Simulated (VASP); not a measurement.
Set up this calculation in VASP 6.6.1, as the native input.

* Task: single point
* Functional: PBEsol
* Potentials or basis: VASP PAW PBE potentials, release 64 (W_sv, S)
* Cutoff: 520 eV
* k mesh: 8 × 8 × 2
* Occupations: fermi-dirac, width 0.05 eV
* Spin: no spin polarisation
* Dipole correction: no
* Further INCAR settings: ALGO = Normal; EDIFF = 1e-07; NBANDS = 20

The structure of WS2 lies in POSCAR:

```
WS2
1.0
    2.5604795147      0.0000000000      0.0000000000
    0.0000000000      2.5604795147      0.0000000000
    0.0000000000      0.0000000000      8.3654322261
W S
1 2
Direct
    0.5000000000      0.5000000000      0.5000000000
    0.5000000000      0.5000000000      0.7900067323
    0.5000000000      0.5000000000      0.2099932677
```

One way to write it, as run:

INCAR

```
ALGO = Normal
EDIFF = 1E-7
ENCUT = 520
GGA = PS
ISIF = 2
ISMEAR = -1
LASPH = True
LCHARG = False
LREAL = False
LWAVE = False
NBANDS = 20
NELM = 100
PREC = Accurate
SIGMA = 0.05
```

KPOINTS

```
k-points
0
Gamma
  8 8 2
```

Potentials or basis: VASP PAW PBE potentials, release 64 (W_sv, S).

Run with:

```sh
$ cat potpaw_PBE.64/W_sv/POTCAR potpaw_PBE.64/S/POTCAR > POTCAR
$ mpirun -np 1 vasp_std > vasp.out
```

Results of the run:

The pressure is 0.3 GPa and the largest force is 0.016 eV/Å. The band gap on the k mesh is zero (band 13 reaches 9.41 eV, above the bottom of band 14 at 5.68 eV).

Caveat: the k points lie up to 0.38 Å⁻¹ apart; the PAW data sets were made with another functional, which shifts forces and pressure a little; spin-orbit coupling is left out, which moves the levels of the heavy elements; this functional lacks dispersion, which binds the layers, so the pressure and a relaxed spacing across them are unreliable.

It took 27 s on 1 thread of AMD EPYC 7R13 Processor (Zen 3) (shared host), peak memory 0.15 GiB.
